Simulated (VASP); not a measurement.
Runs of VASP 6.6.1 on Si. The structure is that of space group Fd-3m (No. 227), or close to it. The cells are those of the table. 

```csv
level,potentials or basis,cell,k mesh,smearing,gap on the mesh (eV),pressure (GPa)
PBE,"VASP PAW PBE potentials, release 64 (Si)","a = 3.849 Å, angles 60.0°, 2 atoms",7 × 7 × 7,gaussian 0.1 eV,0.59,1.3
PBE,"VASP PAW PBE potentials, release 64 (Si)","a = 3.849 Å, angles 60.0°, 2 atoms",8 × 8 × 8,gaussian 0.1 eV,0.63,1.3
PBE,"VASP PAW PBE potentials, release 64 (Si)","a = 3.849 Å, angles 60.0°, 2 atoms",8 × 8 × 8,fermi-dirac 0.0680285 eV,0.63,1.3
PBE,"VASP PAW PBE potentials, release 64 (Si)","a = 3.685 Å, angles 60.0°, 2 atoms",8 × 8 × 8,gaussian 0.1 eV,0.39,(a)
LDA,"VASP PAW LDA potentials, release 64 (Si)","a = 3.849 Å, angles 60.0°, 2 atoms",8 × 8 × 8,gaussian 0.1 eV,(b),-2.1
```

Alike in all rows: task single point; no spin polarisation; cutoff (eV) 520.

Question: Estimate the missing entries.

Answer: (a) 17.5; (b) 0.53.

Caveats: semilocal functionals underestimate gaps, and a narrow one can read as zero; an odd mesh through Γ misses points on the zone boundary, where band edges can lie (at least some runs); the cell stands under pressure (at least some runs).
